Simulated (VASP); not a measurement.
# FeO (P-6m2) in VASP: further runs

FeO is run at these levels: PBE; tasks: single point.

Everything below comes from runs of VASP 6.6.1. Logs are shortened: lines on timing, memory, paths and dates and some standing lists are left out, and cuts for length are marked.

## 1. The cell of the first run

It takes space group P-6m2 (No. 187, hexagonal). Conventional cell: a = 2.903 Å, b = 2.903 Å, c = 2.833 Å, α = 90.00°, β = 90.00°, γ = 120.00°. Within 2.9 Å of Fe (site symmetry -6m2) lie 6 O at 2.19 Å and 2 Fe at 2.83 Å. Within 2.9 Å of O (site symmetry -6m2) lie 6 Fe at 2.19 Å and 2 O at 2.83 Å.

## 2. Single point, PBE, collinear spin, ferromagnetic start

File INCAR:

```
ALGO = Normal ; EDIFF = 1E-6
ENCUT = 600 ; GGA = PE
GGA_COMPAT = F ; ISIF = 2
ISMEAR = -1 ; ISPIN = 2
LASPH = T ; LCHARG = T
LELF = T ; LMAXMIX = 4
LORBIT = 11 ; LREAL = F
LVHAR = T ; LWAVE = F
MAGMOM = 3 0 ; NBANDS = 22
NELM = 200 ; PREC = Accurate
SIGMA = 0.05
```

File KPOINTS:

```
k-points
0
Gamma
  10 10 9
```

File POSCAR:

```
FeO
1.0
    2.9029055100      0.0000000000      0.0000000000
   -1.4514527500      2.5139899200      0.0000000000
    0.0000000000      0.0000000000      2.8330919500
Fe O
1 1
Direct
    0.0000000000      0.0000000000      0.0000000000
    0.6666666667      0.3333333333      0.5000000000
```

Potentials or basis: VASP PAW PBE potentials, release 64 (Fe_sv, O).

Launch:

```sh
$ cat potpaw_PBE.64/Fe_sv/POTCAR potpaw_PBE.64/O/POTCAR > POTCAR
$ mpirun -np 1 vasp_std > vasp.out
```

OUTCAR:

```text
EDIFF = 1E-6
   ENCUT = 600
   GGA = PE
   ISIF = 2
   ISMEAR = -1
   ISPIN = 2
   LASPH = T
   LORBIT = 11
   LREAL = F
   NELM = 200
   PREC = Accurate

 ion  position               nearest neighbor table
   1  0.000  0.000  0.000-   2 2.19   2 2.19   2 2.19   2 2.19   2 2.19   2 2.19
   2  0.667  0.333  0.500-   1 2.19   1 2.19   1 2.19   1 2.19   1 2.19   1 2.19

  LATTYP: Found a hexagonal cell.
 ALAT       =     2.9029055100
 C/A-ratio  =     0.9759504539

  Lattice vectors:

 A1 = (   2.9029055100,   0.0000000000,   0.0000000000)
 A2 = (  -1.4514527500,   2.5139899200,   0.0000000000)
 A3 = (   0.0000000000,   0.0000000000,   2.8330919500)

Analysis of symmetry for initial positions (statically):
=====================================================================
 Subroutine PRICEL returns:
 Original cell was already a primitive cell.

 Routine SETGRP: Setting up the symmetry group for a
 hexagonal supercell.

 Subroutine GETGRP returns: Found 12 space group operations
 (whereof 12 operations were pure point group operations)
 out of a pool of 24 trial point group operations.

The static configuration has the point symmetry D_3h.

Analysis of symmetry for dynamics (positions and initial velocities):
=====================================================================
 Subroutine PRICEL returns:
 Original cell was already a primitive cell.

 Routine SETGRP: Setting up the symmetry group for a
 hexagonal supercell.

 Subroutine GETGRP returns: Found 12 space group operations
 (whereof 12 operations were pure point group operations)
 out of a pool of 24 trial point group operations.

The dynamic configuration has the point symmetry D_3h.

Analysis of structural, dynamic, and magnetic symmetry:
=====================================================================
 Subroutine PRICEL returns:
 Original cell was already a primitive cell.

 Routine SETGRP: Setting up the symmetry group for a
 hexagonal supercell.

 Subroutine GETGRP returns: Found 12 space group operations
 (whereof 12 operations were pure point group operations)
 out of a pool of 24 trial point group operations.

The overall configuration has the point symmetry D_3h.

 Subroutine INISYM returns: Found 12 space group operations
 (whereof 12 operations are pure point group operations),
 and found     1 'primitive' translations

----------------------------------------------------------------------------------------

                                     Primitive cell

  volume of cell :      20.6756

  direct lattice vectors                    reciprocal lattice vectors
     2.902905510  0.000000000  0.000000000     0.344482449  0.198887034  0.000000000
    -1.451452750  2.513989920  0.000000000     0.000000000  0.397774069  0.000000000
     0.000000000  0.000000000  2.833091950     0.000000000  0.000000000  0.352971248

  length of vectors
     2.902905510  2.902905511  2.833091950     0.397774069  0.397774069  0.352971248

  position of ions in fractional coordinates (direct lattice)
     0.000000000  0.000000000  0.000000000
     0.666666667  0.333333333  0.500000000

  ion indices of the primitive-cell ions
   primitive index   ion index
                 1           1
                 2           2

----------------------------------------------------------------------------------------

 KPOINTS: k-points

Automatic generation of k-mesh.
 Grid dimensions read from file:
 generate k-points for:   10   10    9

 Generating k-lattice:

  Cartesian coordinates                     Fractional coordinates (reciprocal lattice)
     0.034448245  0.019888703  0.000000000     0.100000000  0.000000000  0.000000000
     0.000000000  0.039777407  0.000000000     0.000000000  0.100000000  0.000000000
     0.000000000  0.000000000  0.039219028     0.000000000  0.000000000  0.111111111

  Length of vectors
     0.039777407  0.039777407  0.039219028

  Shift w.r.t. Gamma in fractional coordinates (k-lattice)
     0.000000000  0.000000000  0.000000000

 Subroutine IBZKPT returns following result:
 ===========================================

 Found     70 irreducible k-points:

 Following reciprocal coordinates:
            Coordinates               Weight
  0.000000  0.000000  0.000000      1.000000
  0.100000 -0.000000  0.000000      6.000000
  0.200000 -0.000000  0.000000      6.000000
  0.300000  0.000000  0.000000      6.000000
  0.400000  0.000000  0.000000      6.000000
  0.500000 -0.000000  0.000000      3.000000
[... 16 lines left out ...]
  0.300000  0.100000  0.111111     24.000000
  0.400000  0.100000  0.111111     24.000000
 [... further k-points ...]
   k-points           NKPTS =     70   k-points in BZ     NKDIM =     70   number of bands    NBANDS=     22
   number of dos      NEDOS =    301   number of ions     NIONS =      2
   total plane-waves  NPLWV =  13824
   dimension x,y,z NGX =    24 NGY =   24 NGZ =   24
   dimension x,y,z NGXF=    48 NGYF=   48 NGZF=   48
   ions per type =               1   1
   NGX,Y,Z   is equivalent  to a cutoff of  13.74, 13.74, 14.08 a.u.
   NGXF,Y,Z  is equivalent  to a cutoff of  27.49, 27.49, 28.17 a.u.
 SYSTEM =  unknown system
   PREC   = accura    normal or accurate (medium, high low for compatibility)
   ISTART =      0    job   : 0-new  1-cont  2-samecut
   ICHARG =      2    charge: 1-file 2-atom 10-const
   ISPIN  =      2    spin polarized calculation?
   LNONCOLLINEAR =      F non collinear calculations
   LSORBIT =      F    spin-orbit coupling
   LASPH  =      T    aspherical Exc in radial PAW
   ENCUT  =  600.0 eV  44.10 Ry    6.64 a.u.   5.80  5.80  5.66*2*pi/ulx,y,z
   NELM   =    200;   NELMIN=  2; NELMDL= -5     # of ELM steps
   EDIFF  = 0.1E-05   stopping-criterion for ELM
   LREAL  =      F    real-space projection
   EDIFFG = 0.1E-04   stopping-criterion for IOM
   NSW    =      0    number of steps for IOM
   IBRION =     -1    ionic relax: 0-MD 1-quasi-New 2-CG
   NFREE  =      0    steps in history (QN), initial steepest desc. (CG)
   ISIF   =      2    stress and relaxation
   ISYM   =      2    0-nonsym 1-usesym 2-fastsym
   POTIM  = 0.5000    time-step for ionic-motion
   TEBEG  =    0.0;   TEEND  =   0.0 temperature during run
   PSTRESS=    0.0 pullay stress
   NELECT =      22.0000    total number of electrons
   NUPDOWN=      -1.0000    fix difference up-down
   EMIN   =  10.00;   EMAX   =-10.00  energy-range for DOS
   EFERMI =   0.00;   METHOD = LEGACY
   ISMEAR =    -1;   SIGMA  =   0.05  broadening in eV -4-tet -1-fermi 0-gaus
   EFERMI_NEDOS =   21; number of points for ismear=-14 and -15
   IALGO  =     38    algorithm
   IMIX   =      4    mixing-type and parameters
     AMIX     =   0.40;   BMIX     =  1.00
     AMIX_MAG =   1.60;   BMIX_MAG =  1.00
  volume/ion in A,a.u.               =      10.34        69.76
  Fermi-wavevector in a.u.,A,eV,Ry     =   1.671334  3.158364 38.005953  2.793359
  Thomas-Fermi vector in A             =   2.756675
   LORBIT       =     11    0 simple, 1 ext, 2 COOP (PROOUT), +10 PAW based schemes
   GGA     = PE    functional components
   LHFCALC =     F    Hartree Fock is set to
   AEXX    =    0.0000 exact exchange contribution
   IVDW    =     0    specifies the selected vdW correction
   LEPSILON=     F    determine dielectric tensor
   LRPA    =     F    only Hartree local field effects (RPA)
 spin polarized calculation
  energy-cutoff  :      600.00
  volume of cell :       20.68
 maximum number of plane-waves:       702
 NGX is ok and might be reduce to    24
   NGX = 11   NGY = 11   NGZ = 11

 number of electron      22.0000017 magnetization       3.9995840

 Free energy of the ion-electron system (eV)
  ---------------------------------------------------
  ext. energy  EPLUGINS =         0.00000000
  ---------------------------------------------------
  free energy    TOTEN  =       -15.07105915 eV

  energy without entropy =      -15.07008195  energy(sigma->0) =      -15.07057055

 E-fermi :   8.6375     XC(G=0): -12.3770

 val. band max:        8.6088834507   @ k =   0.0000   0.0000   0.4444
 cond. band min:       8.7150712055   @ k =   0.1000  -0.0000   0.4444
 fundamental gap:      0.1061877549
 Fermi energy:         8.6374810321

 spin component 1

 k-point     1 :       0.0000    0.0000    0.0000
  band No.  band energies     occupation
      1     -81.0179      1.00000
      2     -47.0959      1.00000
      3     -46.9721      1.00000
      4     -46.9721      1.00000
      5     -11.2684      1.00000
      6       3.8463      1.00000
[... 14 lines left out ...]
     21      33.3305      0.00000
     22      37.4320      0.00000

 k-point     2 :       0.1000   -0.0000    0.0000
  band No.  band energies     occupation
      1     -81.0173      1.00000
      2     -47.0955      1.00000
      3     -46.9788      1.00000
      4     -46.9736      1.00000
      5     -11.1791      1.00000
      6       3.5196      1.00000
[... 542 lines left out ...]
 k-point    24 :       0.4000    0.1000    0.1111
  band No.  band energies     occupation
      1     -81.0104      1.00000
      2     -47.0957      1.00000
      3     -47.0353      1.00000
      4     -46.9920      1.00000
      5     -10.1880      1.00000
      6       1.3152      1.00000
[... 14 lines left out ...]
     21      35.2162      0.00000
     22      37.1963      0.00000

 [... further k-points ...]

 spin component 2

 k-point     1 :       0.0000    0.0000    0.0000
  band No.  band energies     occupation
      1     -76.8322      1.00000
      2     -42.9347      1.00000
      3     -42.9347      1.00000
      4     -42.8963      1.00000
      5     -10.6797      1.00000
      6       5.4326      1.00000
[... 14 lines left out ...]
     21      34.3737      0.00000
     22      37.7903      0.00000

 k-point     2 :       0.1000   -0.0000    0.0000
  band No.  band energies     occupation
      1     -76.8314      1.00000
      2     -42.9430      1.00000
      3     -42.9366      1.00000
      4     -42.8958      1.00000
      5     -10.5872      1.00000
      6       4.9017      1.00000
[... 542 lines left out ...]
 k-point    24 :       0.4000    0.1000    0.1111
  band No.  band energies     occupation
      1     -76.8231      1.00000
      2     -43.0130      1.00000
      3     -42.9590      1.00000
      4     -42.8957      1.00000
      5      -9.5543      1.00000
      6       2.0555      1.00000
[... 14 lines left out ...]
     21      35.7976      0.00000
     22      37.8998      0.00000

 [... further k-points ...]
[... 5 lines left out ...]
  --------------------------------------------------------------------------------------
  -------------------------------------------------------------------------------------
  Total       -1.4121550     -1.4121550     -2.0660267     -0.0000000      0.0000000      0.0000000
  in kB     -109.4298622   -109.4298625   -160.0992948     -0.0000002      0.0000000      0.0000000
  external PRESSURE =    -126.3196732 kB  Pullay stress =       0.0000000 kB

 VOLUME and BASIS-vectors are now :
 -----------------------------------------------------------------------------
  energy-cutoff  :      600.00
  volume of cell :       20.68
      direct lattice vectors                 reciprocal lattice vectors
     2.902905510  0.000000000  0.000000000     0.344482449  0.198887034  0.000000000
    -1.451452750  2.513989920  0.000000000     0.000000000  0.397774069  0.000000000
     0.000000000  0.000000000  2.833091950     0.000000000  0.000000000  0.352971248

 POSITION                                       TOTAL-FORCE (eV/Angst)
 -----------------------------------------------------------------------------------
      0.00000      0.00000      0.00000         0.000000      0.000000      0.000000
      1.45145      0.83800      1.41655        -0.000000      0.000000      0.000000
 -----------------------------------------------------------------------------------
    total drift:                               -0.000000      0.000000      0.000000

  FREE ENERGIE OF THE ION-ELECTRON SYSTEM (eV)
  ---------------------------------------------------
  free  energy   TOTEN  =       -15.0710591493 eV

  energy  without entropy=      -15.0700819479  energy(sigma->0) =      -15.07057055

 total charge

# of ion       s       p       d       tot
------------------------------------------
    1        2.105   5.999   5.471  13.575
    2        1.556   3.399   0.000   4.955
--------------------------------------------------
tot          3.660   9.398   5.471  18.530

 magnetization (x)

# of ion       s       p       d       tot
------------------------------------------
    1        0.009   0.007   3.457   3.473
    2        0.028   0.316   0.000   0.343
--------------------------------------------------
tot          0.036   0.323   3.457   3.817
```

Wall time 51 s (1 thread of AMD EPYC 9R45 (Zen 5), shared host); peak memory 0.16 GiB.

What came out:

```yaml
Free_energy: -15.0711 eV
Pressure: -12.6 GPa
Band_gap_on_the_k_mesh: zero (filled and empty bands overlap)
Net_moment: 4.00 μB per cell
Site_moments: Fe +3.47; O +0.34 μB
Valence_electrons_inside_the_program's_atomic_spheres: Fe 13.57; O 4.96
```

Caveat: a cell with one magnetic atom can't hold antiferromagnetic order, which such compounds often take; semilocal functionals often make such compounds metallic where correlation or magnetic order opens a gap, which also shifts bond lengths.

## 3. Single point, PBE, collinear spin, ferromagnetic start

This run uses another cell than the first one, of 9.92 Å³/atom, 0.960 times its volume.

File INCAR:

```
SYSTEM = FeO
  ALGO = Normal
  EDIFF = 1E-6
  ENCUT = 600
  GGA = PE
  GGA_COMPAT = .FALSE.
  ISIF = 2
  ISMEAR = -1
  ISPIN = 2
  LASPH = .TRUE.
  LCHARG = .TRUE.
  LELF = .TRUE.
  LMAXMIX = 4
  LORBIT = 11
  LREAL = .FALSE.
  LVHAR = .TRUE.
  LWAVE = .FALSE.
  MAGMOM = 3 0
  NBANDS = 22
  NELM = 200
  PREC = Accurate
  SIGMA = 0.05
```

File KPOINTS:

```
k-points
0
G
  10 10 9
  0 0 0
```

File POSCAR:

```
FeO
1.0
    2.8636722478      0.0000000000      0.0000000000
   -1.4318361189      2.4800129182      0.0000000000
    0.0000000000      0.0000000000      2.7948022299
Fe O
1 1
Direct
    0.0000000000      0.0000000000      0.0000000000
    0.6666666667      0.3333333333      0.5000000000
```

Potentials or basis: VASP PAW PBE potentials, release 64 (Fe_sv, O).

Launch:

```sh
$ cat potpaw_PBE.64/Fe_sv/POTCAR potpaw_PBE.64/O/POTCAR > POTCAR
$ mpirun -np 1 vasp_std > vasp.out
```

It took 45 s on 1 thread of AMD EPYC 9R45 (Zen 5), shared host; peak memory 0.15 GiB.

The run converged. Its results:

```
Free energy                                           : -15.1096 eV
Pressure                                              : -6.1 GPa
Band gap on the k mesh                                : zero (filled and empty bands overlap)
Net moment                                            : 4.00 μB per cell
Site moments                                          : Fe +3.47; O +0.35 μB
Valence electrons inside the program's atomic spheres : Fe 13.59; O 4.98
```

Stress tensor (GPa, compression positive):
```
-4.95  0.00  0.00
 0.00 -4.95  0.00
 0.00  0.00 -8.30
```

Levels at points of the mesh, in eV from the Fermi level:
Spin up:
```
           k point  band 10  band 11  band 12  band 13  band 14  band 15  band 16  band 17
(0.00, 0.00, 0.00)    -2.74    -2.74    -1.01    -1.01     0.44    14.07    15.91    15.91
(0.50, 0.00, 0.00)    -2.90    -2.07    -2.03    -0.53     5.21     8.45    14.33    16.56
```
Spin down:
```csv
k point,band 7,band 8,band 9,band 10,band 11,band 12
"(0.00, 0.00, 0.00)",-3.35,-3.08,-1.91,1.34,1.35,1.35
"(0.50, 0.00, 0.00)",-3.73,-3.18,-1.47,1.13,1.20,1.45
```

Caveat: a cell with one magnetic atom can't hold antiferromagnetic order, which such compounds often take; semilocal functionals often make such compounds metallic where correlation or magnetic order opens a gap, which also shifts bond lengths. With open d or f shells a metallic result of PBE can be an artefact of self-interaction; +U or a hybrid may open a gap.
